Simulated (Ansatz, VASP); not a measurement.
# Ca in VASP and in Ansatz

INCAR

```
ALGO = Normal
EDIFF = 1E-6
ENCUT = 520
GGA = PE
ISIF = 2
ISMEAR = 0
LASPH = T
LCHARG = F
LREAL = F
LWAVE = F
NBANDS = 11
NELM = 100
PREC = Accurate
SIGMA = 0.1
```

File KPOINTS:

```
k-points
0
Gamma
  10 10 10
```

POSCAR

```
Ca
1.0
    0.0000000000      2.7627089163      2.7627089163
    2.7627089163      0.0000000000      2.7627089163
    2.7627089163      2.7627089163      0.0000000000
Ca
1
Direct
    0.0000000000      0.0000000000      0.0000000000
```

Input for Ansatz:

```yaml
crystal:
  lattice:
    - [0.0, 2.7627089163, 2.7627089163]
    - [2.7627089163, 0.0, 2.7627089163]
    - [2.7627089163, 2.7627089163, 0.0]
  atoms:
    - { symbol: Ca, position: [0.0, 0.0, 0.0] }
hamiltonian:
  xc: pbe
  pseudopotentials:
    kind: paw
    azcp:
      Ca: "pseudopotentials/Ca.paw.azcp"
basis:
  ecutwfc: 420
  fft_grid_basis: typed
kpoints:
  mp_grid: { grid: [10, 10, 10], shift: [0, 0, 0] }
magnetization:
  spin_polarized: false
scf:
  occupations: { method: gaussian, width: 0.1 }
  lower_state_search: "off"
output:
  stress: true
```

Alike in both runs: task single point; functional PBE; k mesh 10 × 10 × 10; occupations gaussian, width 0.1 eV; no spin polarisation.

|  | VASP | Ansatz |
| --- | --- | --- |
| version | VASP 6.6.1 | Ansatz 0.2.0 |
| potentials or method | VASP PAW PBE potentials, release 64 (Ca_sv), cutoff 520 eV | plane waves (420 eV) with PAW, scalar-relativistic |
| valence electrons in the cell | 10 | 10 |

|  | VASP | Ansatz | Ansatz less VASP |
| --- | --- | --- | --- |
| pressure (GPa) | 0.0 | 0.0 | 0.00 |
